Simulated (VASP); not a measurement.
# HCl in VASP: a series of runs

HCl is run at these levels: PBE+D3(BJ); tasks: single point.

Everything below comes from runs of VASP 6.6.1. Logs are shortened: lines on timing, memory, paths and dates and some standing lists are left out, and cuts for length are marked.

## Step 1: The cell of the first run

The cell holds an amorphous packing of atoms, 24 atoms: a = 8.197 Å, b = 8.197 Å, c = 8.197 Å, α = 90.00°, β = 90.00°, γ = 90.00°.

## Step 2: Single point, PBE+D3(BJ)

File INCAR:

```
SYSTEM = HCl
ALGO = Normal
EDIFF = 1E-6
ENCUT = 520
GGA = PE
ISIF = 2
ISMEAR = -1
IVDW = 12
LASPH = .TRUE.
LCHARG = .FALSE.
LREAL = Auto
LWAVE = .FALSE.
NBANDS = 66
NELM = 100
PREC = Accurate
SIGMA = 0.02
```

File KPOINTS:

```
k-points
0
G
  1 1 1
  0 0 0
```

File POSCAR:

```
HCl
1.0
    8.1971830000      0.0000000000      0.0000000000
    0.0000000000      8.1971830000      0.0000000000
    0.0000000000      0.0000000000      8.1971830000
Cl H
12 12
Direct
    0.5887144401      0.8811197700      0.3070445054
   -0.0141390036      0.0950448465      0.0968625441
    0.0683649493      1.0934122125      0.6086359180
    0.2954795568      0.2133659819      0.3348101415
    0.4076644379      0.9494847193      0.7183809365
    0.5243020682      0.3935498329      0.6489424477
    0.7560890125      0.3037262923      0.3360300728
    0.9666003553      0.4527896962      0.7916744081
    0.1581152940      0.6881754378      0.4020527540
    0.8192814532      0.6442091143      0.1383890051
    0.5892146119      0.2584912402      0.9867414208
    0.4092991458      0.6282036158     -0.0275582478
    0.6823197677      0.8279185667      0.2005201055
    0.0445884885     -0.0387328183      0.0353780073
    0.1397553281      0.9560235510      0.5656333401
    0.4086403829      0.2074615145      0.2140125455
    0.5633886666      0.9562797366      0.6962757816
    0.4280982869      0.3362252618      0.5231553328
    0.8057158173      0.1672647786      0.2694584225
    1.0749668514      0.3284421002      0.8182323122
    0.1609333353      0.5302065356      0.4376625482
    0.6778548191      0.5751854021      0.1157104825
    0.5051857449      0.1608113421      0.8900374677
    0.3781421008      0.5752341994      0.1177843657
```

Potentials or basis: VASP PAW PBE potentials, release 64 (Cl, H).

Launch:

```
$ cat potpaw_PBE.64/Cl/POTCAR potpaw_PBE.64/H/POTCAR > POTCAR
$ mpirun -np 1 vasp_gam > vasp.out
```

OUTCAR:

```text
SYSTEM = HCl
   EDIFF = 1E-6
   ENCUT = 520
   GGA = PE
   ISIF = 2
   ISMEAR = -1
   IVDW = 12
   LASPH = .TRUE.
   LREAL = Auto
   NELM = 100
   PREC = Accurate
 IVDW          = 12

 ion  position               nearest neighbor table
   1  0.589  0.881  0.307-  13 1.24
   2  0.986  0.095  0.097-  14 1.30
   3  0.068  0.093  0.609-  15 1.32
   4  0.295  0.213  0.335-  16 1.36
   5  0.408  0.949  0.718-  17 1.29
   6  0.524  0.394  0.649-  18 1.38
[... 16 lines left out ...]
  23  0.505  0.161  0.890-  11 1.32
  24  0.378  0.575  0.118-  12 1.29

  LATTYP: Found a simple cubic cell.
 ALAT       =     8.1971830000

  Lattice vectors:

 A1 = (   8.1971830000,   0.0000000000,   0.0000000000)
 A2 = (   0.0000000000,   8.1971830000,   0.0000000000)
 A3 = (   0.0000000000,   0.0000000000,   8.1971830000)

Analysis of symmetry for initial positions (statically):
=====================================================================
 Subroutine PRICEL returns:
 Original cell was already a primitive cell.

 Routine SETGRP: Setting up the symmetry group for a
 simple cubic supercell.

 Subroutine GETGRP returns: Found  1 space group operations
 (whereof  1 operations were pure point group operations)
 out of a pool of 48 trial point group operations.

The static configuration has the point symmetry C_1 .

Analysis of symmetry for dynamics (positions and initial velocities):
=====================================================================
 Subroutine PRICEL returns:
 Original cell was already a primitive cell.

 Routine SETGRP: Setting up the symmetry group for a
 simple cubic supercell.

 Subroutine GETGRP returns: Found  1 space group operations
 (whereof  1 operations were pure point group operations)
 out of a pool of 48 trial point group operations.

The dynamic configuration has the point symmetry C_1 .

 Subroutine INISYM returns: Found  1 space group operations
 (whereof  1 operations are pure point group operations),
 and found     1 'primitive' translations

----------------------------------------------------------------------------------------

                                     Primitive cell

  volume of cell :     550.7999

  direct lattice vectors                    reciprocal lattice vectors
     8.197183000  0.000000000  0.000000000     0.121993129  0.000000000  0.000000000
     0.000000000  8.197183000  0.000000000     0.000000000  0.121993129  0.000000000
     0.000000000  0.000000000  8.197183000     0.000000000  0.000000000  0.121993129

  length of vectors
     8.197183000  8.197183000  8.197183000     0.121993129  0.121993129  0.121993129

  position of ions in fractional coordinates (direct lattice)
     0.588714440  0.881119770  0.307044505
     0.985860996  0.095044847  0.096862544
     0.068364949  0.093412212  0.608635918
     0.295479557  0.213365982  0.334810142
     0.407664438  0.949484719  0.718380936
     0.524302068  0.393549833  0.648942448
[... 16 lines left out ...]
     0.505185745  0.160811342  0.890037468
     0.378142101  0.575234199  0.117784366

  ion indices of the primitive-cell ions
   primitive index   ion index
                 1           1
                 2           2
                 3           3
                 4           4
                 5           5
                 6           6
[... 16 lines left out ...]
                23          23
                24          24

----------------------------------------------------------------------------------------

 KPOINTS: k-points

Automatic generation of k-mesh.
 Grid dimensions read from file:
 generate k-points for:    1    1    1

 Generating k-lattice:

  Cartesian coordinates                     Fractional coordinates (reciprocal lattice)
     0.121993129  0.000000000  0.000000000     1.000000000  0.000000000  0.000000000
     0.000000000  0.121993129  0.000000000     0.000000000  1.000000000  0.000000000
     0.000000000  0.000000000  0.121993129     0.000000000  0.000000000  1.000000000

  Length of vectors
     0.121993129  0.121993129  0.121993129

  Shift w.r.t. Gamma in fractional coordinates (k-lattice)
     0.000000000  0.000000000  0.000000000

 Subroutine IBZKPT returns following result:
 ===========================================

 Found      1 irreducible k-points:

 Following reciprocal coordinates:
            Coordinates               Weight
  0.000000  0.000000  0.000000      1.000000
   k-points           NKPTS =      1   k-points in BZ     NKDIM =      1   number of bands    NBANDS=     66
   number of dos      NEDOS =    301   number of ions     NIONS =     24
   total plane-waves  NPLWV = 262144
   dimension x,y,z NGX =    64 NGY =   64 NGZ =   64
   dimension x,y,z NGXF=   128 NGYF=  128 NGZF=  128
   ions per type =              12  12
   NGX,Y,Z   is equivalent  to a cutoff of  12.98, 12.98, 12.98 a.u.
   NGXF,Y,Z  is equivalent  to a cutoff of  25.96, 25.96, 25.96 a.u.
 SYSTEM =  HCl
   PREC   = accura    normal or accurate (medium, high low for compatibility)
   ISTART =      0    job   : 0-new  1-cont  2-samecut
   ICHARG =      2    charge: 1-file 2-atom 10-const
   ISPIN  =      1    spin polarized calculation?
   LNONCOLLINEAR =      F non collinear calculations
   LSORBIT =      F    spin-orbit coupling
   LASPH  =      T    aspherical Exc in radial PAW
   ENCUT  =  520.0 eV  38.22 Ry    6.18 a.u.  15.24 15.24 15.24*2*pi/ulx,y,z
   NELM   =    100;   NELMIN=  2; NELMDL= -5     # of ELM steps
   EDIFF  = 0.1E-05   stopping-criterion for ELM
   LREAL  =      T    real-space projection
   EDIFFG = 0.1E-04   stopping-criterion for IOM
   NSW    =      0    number of steps for IOM
   IBRION =     -1    ionic relax: 0-MD 1-quasi-New 2-CG
   NFREE  =      0    steps in history (QN), initial steepest desc. (CG)
   ISIF   =      2    stress and relaxation
   ISYM   =      2    0-nonsym 1-usesym 2-fastsym
   POTIM  = 0.5000    time-step for ionic-motion
   TEBEG  =    0.0;   TEEND  =   0.0 temperature during run
   PSTRESS=    0.0 pullay stress
   NELECT =      96.0000    total number of electrons
   NUPDOWN=      -1.0000    fix difference up-down
   EMIN   =  10.00;   EMAX   =-10.00  energy-range for DOS
   EFERMI =   0.00;   METHOD = LEGACY
   ISMEAR =    -1;   SIGMA  =   0.02  broadening in eV -4-tet -1-fermi 0-gaus
   EFERMI_NEDOS =   21; number of points for ismear=-14 and -15
   IALGO  =     38    algorithm
   IMIX   =      4    mixing-type and parameters
     AMIX     =   0.40;   BMIX     =  1.00
     AMIX_MAG =   1.60;   BMIX_MAG =  1.00
  volume/ion in A,a.u.               =      22.95       154.87
  Fermi-wavevector in a.u.,A,eV,Ry     =   0.914465  1.728089 11.377831  0.836247
  Thomas-Fermi vector in A             =   2.039095
   LORBIT       =      0    0 simple, 1 ext, 2 COOP (PROOUT), +10 PAW based schemes
   GGA     = PE    functional components
   LHFCALC =     F    Hartree Fock is set to
   AEXX    =    0.0000 exact exchange contribution
   IVDW    =    12    specifies the selected vdW correction
   LEPSILON=     F    determine dielectric tensor
   LRPA    =     F    only Hartree local field effects (RPA)
 non-spin polarized calculation
  energy-cutoff  :      520.00
  volume of cell :      550.80
 maximum number of plane-waves:      7398
 NGX is ok and might be reduce to    64
   NGX = 31   NGY = 31   NGZ = 31

 number of electron      96.0000000 magnetization

 Free energy of the ion-electron system (eV)
  ---------------------------------------------------
  ext. energy  EPLUGINS =         0.00000000
  ---------------------------------------------------
  free energy    TOTEN  =       -72.30528977 eV

  energy without entropy =      -72.30528977  energy(sigma->0) =      -72.30528977

 E-fermi :  -1.9837     XC(G=0):  -6.4540

 val. band max:       -2.5175746917   @ k =   0.0000   0.0000   0.0000
 cond. band min:       1.9883062217   @ k =   0.0000   0.0000   0.0000
 fundamental gap:      4.5058809134
 Fermi energy:        -1.9836543768

 k-point     1 :       0.0000    0.0000    0.0000
  band No.  band energies     occupation
      1     -17.4550      2.00000
      2     -17.3437      2.00000
      3     -17.2621      2.00000
      4     -17.0399      2.00000
      5     -16.9243      2.00000
      6     -16.8896      2.00000
[... 52 lines left out ...]
     59       4.6492      0.00000
     60       4.9827      0.00000
 [bands above 60 left out]

------------------------ aborting loop because EDIFF is reached ----------------------------------------

 Edisp (eV)   -1.69808

 E8    (eV) :    -0.5123

  FORCE on cell =-STRESS in cart. coord.  units (eV):
  Direction    XX          YY          ZZ          XY          YZ          ZX
  --------------------------------------------------------------------------------------
  -------------------------------------------------------------------------------------
  Total       1.96379    -0.53911     3.75453    -1.49332     0.61390    -2.11629
  in kB       5.71230    -1.56819    10.92126    -4.34380     1.78572    -6.15590
  external pressure =        5.02 kB  Pullay stress =        0.00 kB

 VOLUME and BASIS-vectors are now :
 -----------------------------------------------------------------------------
  energy-cutoff  :      520.00
  volume of cell :      550.80
      direct lattice vectors                 reciprocal lattice vectors
     8.197183000  0.000000000  0.000000000     0.121993129  0.000000000  0.000000000
     0.000000000  8.197183000  0.000000000     0.000000000  0.121993129  0.000000000
     0.000000000  0.000000000  8.197183000     0.000000000  0.000000000  0.121993129

 POSITION                                       TOTAL-FORCE (eV/Angst)
 -----------------------------------------------------------------------------------
      4.82580      7.22270      2.51690        -1.799743      1.287479      1.777469
      8.08128      0.77910      0.79400         0.353799     -0.481787     -0.546842
      0.56040      0.76572      4.98910        -0.207466     -0.676705     -0.083566
      2.42210      1.74900      2.74450         0.988435      0.050805     -1.048166
      3.34170      7.78310      5.88870         0.459878      0.085494      0.171641
      4.29780      3.22600      5.31950        -1.188982     -0.302041     -1.602820
[... 16 lines left out ...]
      4.14110      1.31820      7.29580         0.251489      0.431576      0.276767
      3.09970      4.71530      0.96550        -0.085730      0.117482     -0.111803
 -----------------------------------------------------------------------------------
    total drift:                                0.001110      0.000565      0.000448

  FREE ENERGIE OF THE ION-ELECTRON SYSTEM (eV)
  ---------------------------------------------------
  free  energy   TOTEN  =       -74.0033733812 eV

  energy  without entropy=      -74.0033733812  energy(sigma->0) =      -74.00337338
```

Wall time 53 s (1 thread of AMD EPYC 7R13 (Zen 3), shared host); peak memory 0.48 GiB.

Results:

| Quantity | Value |
| --- | --- |
| Free energy | -74.0034 eV |
| Pressure | 0.5 GPa |
| Largest force | 2.838 eV/Å |
| Band gap on the k mesh | 4.51 eV |
| Dispersion energy per atom | -0.071 eV |

Forces in eV/Å, atoms in the order of the input:
```
Cl  -1.800  1.287  1.777
Cl   0.354 -0.482 -0.547
Cl  -0.207 -0.677 -0.084
Cl   0.988  0.051 -1.048
Cl   0.460  0.085  0.172
Cl  -1.189 -0.302 -1.603
Cl   0.259 -0.389  0.187
Cl   1.361 -1.402  0.203
Cl   0.098 -1.014  0.099
Cl   0.383 -0.540 -0.481
Cl  -0.398 -0.934  0.179
Cl  -0.201  0.021  0.351
H    1.185 -0.578 -1.234
H   -0.147  0.189  0.139
H   -0.356  0.575  0.160
H   -0.650  0.182  0.824
H   -0.024 -0.122 -0.104
H    1.044  0.502  1.076
H   -0.293  0.350  0.292
H   -1.260  1.462 -0.268
H   -0.092  1.026 -0.132
H    0.319  0.160 -0.122
H    0.251  0.432  0.277
H   -0.086  0.117 -0.112
```

Caveat: the k points lie up to 0.77 Å⁻¹ apart.

## Step 3: Single point, PBE+D3(BJ)

File INCAR:

```
PREC     = Accurate       # precision mode
ENCUT    = 520            # plane-wave cutoff, eV
EDIFF    = 1E-6           # SCF threshold, eV
ISMEAR   = -1             # smearing method
SIGMA    = 0.02           # smearing width, eV
LREAL    = Auto         
LASPH    = True           # aspherical terms in the spheres
NELM     = 60             # most SCF steps
ALGO     = Normal         # electronic algorithm
ISIF     = 2              # what is computed and relaxed
LWAVE    = False          # write WAVECAR
LCHARG   = True           # write CHGCAR
GGA      = PE             # functional
IVDW     = 12             # dispersion correction
LELF     = True           # ELF
LVHAR    = True         
NBANDS   = 66             # bands
```

File KPOINTS:

```
regular mesh
0
Gamma
  1 1 1
```

File POSCAR:

```
HCl
1.0
    8.1971830000      0.0000000000      0.0000000000
    0.0000000000      8.1971830000      0.0000000000
    0.0000000000      0.0000000000      8.1971830000
Cl H
12 12
Direct
    0.5332685631      0.8945390142      0.3402998323
   -0.0154687287      0.0188723370      0.0814670113
    0.0709146057      1.0904111815      0.6273740625
    0.2746675291      0.2362274943      0.2935642647
    0.4232917577      0.9314175370      0.7818783599
    0.5143962261      0.4223402113      0.6576283584
    0.7737414182      0.3208785262      0.4116170153
    1.0142752699      0.4995618617      0.8049350612
    0.1218223382      0.7232728609      0.3813749187
    0.8284187385      0.6448800765      0.1510762905
    0.5918618628      0.2088766348      1.0501900470
    0.3957335099      0.6371701108     -0.0036841925
    0.6529194237      0.9981355790      0.3518525816
   -0.1309230256     -0.0927513757      0.1047433002
   -0.0236178697      1.2017543100      0.5591067078
    0.3765317915      0.2169403806      0.1649225106
    0.4351250911      1.0727099785      0.6894807643
    0.4636470846      0.3521453651      0.5246436489
    0.8206355769      0.3119486292      0.2612726836
    0.9771283623      0.5732457114      0.6744390115
    0.1756701052      0.8186226903      0.4951945077
    0.7367531016      0.6445994923      0.0337798973
    0.5322072229      0.1085494858      0.9319665061
    0.4425544727      0.7616275006      0.0866761179
```

Potentials or basis: VASP PAW PBE potentials, release 64 (Cl, H).

Launch:

```
$ cat potpaw_PBE.64/Cl/POTCAR potpaw_PBE.64/H/POTCAR > POTCAR
$ mpirun -np 1 vasp_gam > vasp.out
```

Wall time 56 s (1 thread of AMD EPYC 7R13 (Zen 3), shared host); peak memory 0.49 GiB.

The run converged. Its results:

| Property | Result |
| --- | --- |
| Free energy | -74.5947 eV |
| Pressure | 0.3 GPa |
| Largest force | 2.488 eV/Å |
| Band gap on the k mesh | 4.95 eV |
| Dispersion energy per atom | -0.070 eV |

Forces in eV/Å, atoms in the order of the input:
```
Cl   0.237  0.100  0.210
Cl  -0.636 -0.318  0.056
Cl  -0.372  0.433 -0.047
Cl   0.353  0.088 -0.525
Cl   0.251  2.016 -1.267
Cl  -0.336 -0.205  0.041
Cl   0.155 -0.092 -0.212
Cl   0.119 -0.319  0.489
Cl   0.262 -0.076  0.326
Cl   1.238 -0.070  1.831
Cl  -0.262 -0.474 -1.076
Cl   0.250  0.389  0.512
H   -0.226 -0.175 -0.094
H    0.782  0.510 -0.124
H    0.374 -0.503  0.149
H   -0.476  0.217  0.864
H   -0.217 -1.651  0.967
H   -0.109  0.181  0.032
H    0.230 -0.100  0.045
H   -0.105  0.341 -0.656
H   -0.127 -0.008 -0.145
H   -1.538 -0.166 -1.949
H    0.391  0.443  0.781
H   -0.237 -0.560 -0.208
```

Stress tensor (GPa, compression positive):
```
 0.55 -0.52  0.08
-0.52 -0.51 -0.13
 0.08 -0.13  0.91
```

Levels at points of the mesh, in eV from the valence-band top:
```tsv
k point	band 46	band 47	band 48	band 49	band 50	band 51
(0.00, 0.00, 0.00)	-0.19	-0.07	0.00	4.95	5.68	6.10
```

Caveat: the k points lie up to 0.77 Å⁻¹ apart.

## Step 4: Single point, PBE+D3(BJ)

File INCAR:

```
SYSTEM = HCl
  ALGO = Normal
  EDIFF = 1E-7
  ENCUT = 520
  GGA = PE
  ISIF = 2
  ISMEAR = -1
  IVDW = 12
  LASPH = .True.
  LCHARG = .True.
  LELF = .True.
  LREAL = Auto
  LVHAR = .True.
  LWAVE = .False.
  NBANDS = 66
  NELM = 100
  PREC = Accurate
  SIGMA = 0.02
```

File KPOINTS:

```
k-points
0
Gamma
  1 1 1
  0 0 0
```

File POSCAR:

```
HCl
1.0
    8.1971830000      0.0000000000      0.0000000000
    0.0000000000      8.1971830000      0.0000000000
    0.0000000000      0.0000000000      8.1971830000
Cl H
12 12
Direct
    0.5133470852      0.9148508701      0.3889506920
   -0.0282658079      0.0020128866      0.0485044679
    0.0495536088      1.0765405628      0.6445872930
    0.2533553295      0.2485366009      0.2644689035
    0.4632323080      0.9553159909      0.7576505246
    0.4656599712      0.4774689061      0.6506747501
    0.7949316247      0.2959431307      0.4336733729
    1.0134579160      0.5767713128      0.7957001814
    0.1071587642      0.7624692532      0.3823630630
    0.8470714879      0.6106732032      0.1522230259
    0.5876896978      0.1453182148      1.0566190849
    0.4409075654      0.6557374649      0.0079661513
    0.5995718285      1.0236565415      0.4659283561
   -0.1297274930     -0.1343266339      0.0537135745
    0.1459891770      1.1529936565      0.7348378095
    0.3207687324      0.1185773210      0.1971774938
    0.4146668435      1.0840309409      0.6976543039
    0.3731037846      0.5008793875      0.5192393533
    0.9257204579      0.1935542979      0.4503498336
    1.0685378135      0.4908027550      0.9248177087
    0.1261896922      0.9193890145      0.3808137503
    0.7245171908      0.5740874639      0.0516030934
    0.6722553345      0.1265434723      1.1845410795
    0.3688706230      0.7646651295      0.0992048122
```

Launch:

```
$ cat potpaw_PBE.64/Cl/POTCAR potpaw_PBE.64/H/POTCAR > POTCAR
$ mpirun -np 1 vasp_gam > vasp.out
```

Run time: 63 s. Hardware: 1 thread of AMD EPYC 7R13 (Zen 3), shared host; peak memory 0.49 GiB.

It converged, with:

| Property | Result |
| --- | --- |
| Free energy | -73.8260 eV |
| Pressure | 0.5 GPa |
| Largest force | 1.910 eV/Å |
| Band gap on the k mesh | 4.46 eV |
| Dispersion energy per atom | -0.070 eV |

Forces on the atoms (eV/Å):
```
Cl   0.321 -0.073 -0.202
Cl  -1.029 -1.428  0.130
Cl  -0.544 -0.865 -0.428
Cl  -0.080 -0.477 -0.231
Cl   0.310 -1.542  1.007
Cl  -0.688 -0.040 -1.123
Cl   0.956 -1.046 -0.042
Cl   0.693 -0.948  0.910
Cl   0.196  0.044  0.071
Cl  -1.098 -0.164 -0.512
Cl  -0.205  0.260 -0.627
Cl  -0.477  0.224  0.377
H   -0.124 -0.146 -0.226
H    1.313  1.357  0.014
H    0.655  0.705  0.629
H   -0.110  0.750  0.336
H   -0.488  1.648 -0.832
H    0.661 -0.127  0.979
H   -1.225  1.195 -0.094
H   -0.550  0.899 -1.233
H    0.044 -0.229 -0.008
H    0.765  0.204  0.735
H    0.411  0.154  0.595
H    0.291 -0.356 -0.226
```

Stress tensor (GPa, compression positive):
```
 0.01 -0.18 -0.14
-0.18 -0.17  0.06
-0.14  0.06  1.54
```

Levels at points of the mesh, in eV from the valence-band top:
| k point | band 45 | band 46 | band 47 | band 48 | band 49 | band 50 | band 51 | band 52 |
| --- | --- | --- | --- | --- | --- | --- | --- | --- |
| (0.00, 0.00, 0.00) | -0.43 | -0.32 | -0.22 | 0.00 | 4.46 | 5.40 | 5.99 | 6.01 |

Caveat: the k points lie up to 0.77 Å⁻¹ apart.
